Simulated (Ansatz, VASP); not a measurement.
One calculation of SiC, two programs

```
Si C
1.0
     3.07569    0.00000    0.00000
    -1.53785    2.66363    0.00000
     0.00000    0.00000   10.07065
Si C
4 4
Cartesian
  1.5378 0.8879 9.4447
  0.0000 1.7758 4.4094
  0.0000 0.0000 6.9275
  0.0000 0.0000 1.8922
  1.5378 0.8879 7.5510
  0.0000 1.7758 2.5157
  0.0000 0.0000 5.0400
  0.0000 0.0000 0.0046
```

Alike in both runs: task relaxation of cell and atoms; functional PBE; k mesh 12 × 12 × 4; occupations gaussian, width 0.02 eV; no spin polarisation.

|  | VASP | Ansatz |
| --- | --- | --- |
| version | VASP 6.6.1 | Ansatz 0.2.0 |
| potentials or method | VASP PAW PBE potentials, release 64 (Si, C), cutoff 600 eV | scalar-relativistic, plane waves, PAW |
| valence electrons in the cell | 32 | 32 |

Ansatz gave:

```
gap on the k mesh at the Fermi level, each at its own relaxed structure (eV) : 2.22
relaxed volume (Å³/atom)                                                     : 10.50
relaxed cell length with the largest relative difference (Å)                 : 3.094
```

**Question.** Which values does VASP return?

**Answer.** gap on the k mesh at the Fermi level, each at its own relaxed structure (eV): 2.22; relaxed volume (Å³/atom): 10.49; relaxed cell length with the largest relative difference (Å): 3.093.
